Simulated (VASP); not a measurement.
A run of VASP 6.6.1 is set up as follows.

The input INCAR:

```
  ALGO = Normal
  EDIFF = 1E-6
  EDIFFG = -0.005
  ENCUT = 600
  GGA = PS
  IBRION = 2
  ISIF = 3
  ISMEAR = 0
  ISPIN = 2
  LASPH = True
  LCHARG = False
  LMAXMIX = 4
  LORBIT = 11
  LREAL = False
  LWAVE = False
  MAGMOM = 0.81
  NELM = 150
  NSW = 100
  PREC = Accurate
  SIGMA = 0.1
```

The input KPOINTS:

```
k-points
0
Gamma
  20 20 20
```

POSCAR

```
Ni
1.0
    0.0000000000      1.7375729330      1.7375729330
    1.7375729330      0.0000000000      1.7375729330
    1.7375729330      1.7375729330      0.0000000000
Ni
1
Direct
    0.0000000000      0.0000000000      0.0000000000
```

Potentials or basis: VASP PAW PBE potentials, release 64 (Ni).

Launch:

```console
$ cat potpaw_PBE.64/Ni/POTCAR > POTCAR
$ mpirun -np 1 vasp_std > vasp.out
```

(1) Predict the site moments.

(2) What does it give for the net moment?

Answers

(1) Ni +0.63 μB.

(2) 0.62 μB per cell.
